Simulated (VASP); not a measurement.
YTe, 2 atoms in the cell. It takes space group Fm-3m (No. 225, cubic). The conventional cell has a = 6.080 Å, b = 6.080 Å, c = 6.080 Å, α = 90.00°, β = 90.00°, γ = 90.00°. Within 4.0 Å of Y (site symmetry m-3m) lie 6 Te at 3.04 Å. Within 4.0 Å of Te (site symmetry m-3m) lie 6 Y at 3.04 Å. 

| Item | Value |
| --- | --- |
| Program | VASP 6.6.1 |
| Task | single point |
| Functional | LDA |
| Potentials or basis | VASP PAW LDA potentials, release 64 (Y_sv, Te) |
| Cutoff | 500 eV |
| k mesh | 7 × 7 × 7 |
| Occupations | fermi-dirac, width 0.0816 eV |
| Spin | no spin polarisation |
| Dipole correction | no |
| Further INCAR settings | ALGO = Normal; EDIFF = 1e-06; NBANDS = 16 |

Potentials or basis: VASP PAW LDA potentials, release 64 (Y_sv, Te).

Run with:

```sh
$ cat potpaw_LDA.64/Y_sv/POTCAR potpaw_LDA.64/Te/POTCAR > POTCAR
$ mpirun -np 1 vasp_std > vasp.out
```

Hardware: 1 thread of AMD EPYC 7R13, on a shared host.

Task: How long does it take, and how much memory?

Result: Wall time 35 s on 1 thread of AMD EPYC 7R13, with other jobs on the host, peak memory 0.14 GiB. Counts: scf iterations 12, k points 20.
